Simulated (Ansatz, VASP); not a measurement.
# One calculation of O, two programs

```
O
1.0
     1.76370    1.01827    3.88187
    -1.76370    1.01827    3.88187
     0.00000   -2.03655    3.88187
O
2
Direct
  0.94768 0.94768 0.94768
  0.05232 0.05232 0.05232
```

Alike in both runs: task relaxation of cell and atoms; functional PBEsol; k mesh 9 × 9 × 9; occupations gaussian, width 0.02 eV; collinear spin.

|  | VASP | Ansatz |
| --- | --- | --- |
| version | VASP 6.6.1 | Ansatz 0.2.0 |
| potentials or method | VASP PAW PBE potentials, release 64 (O_h), cutoff 910 eV | scalar-relativistic, plane waves, PAW |
| valence electrons in the cell | 12 | 12 |

VASP gave:

| Property | Result |
| --- | --- |
| gap on the k mesh at the Fermi level, each at its own relaxed structure (eV) | 1.50 |
| net moment per atom (μB) | 1.00 |
| size of the moment on the site where the two differ most (μB) | 0.62 |
| relaxed volume (Å³/atom) | 20.38 |
| relaxed length of the cell vector where the two differ most in proportion (Å) | 4.347 |

Task: Which values does Ansatz return?

Result: gap on the k mesh at the Fermi level, each at its own relaxed structure (eV): 1.77; net moment per atom (μB): 1.00; size of the moment on the site where the two differ most (μB): 0.55; relaxed volume (Å³/atom): 25.93; relaxed length of the cell vector where the two differ most in proportion (Å): 4.723.

VASP's potentials were made for PBE, not for PBEsol. Site moments also hang on the region over which each program counts them. One of these differences is far larger than is usual between the two programs; its cause wasn't traced.

Noted on VASP's run: the cutoff is under 1.25 times that of the potentials, so the pressure is a little rough.
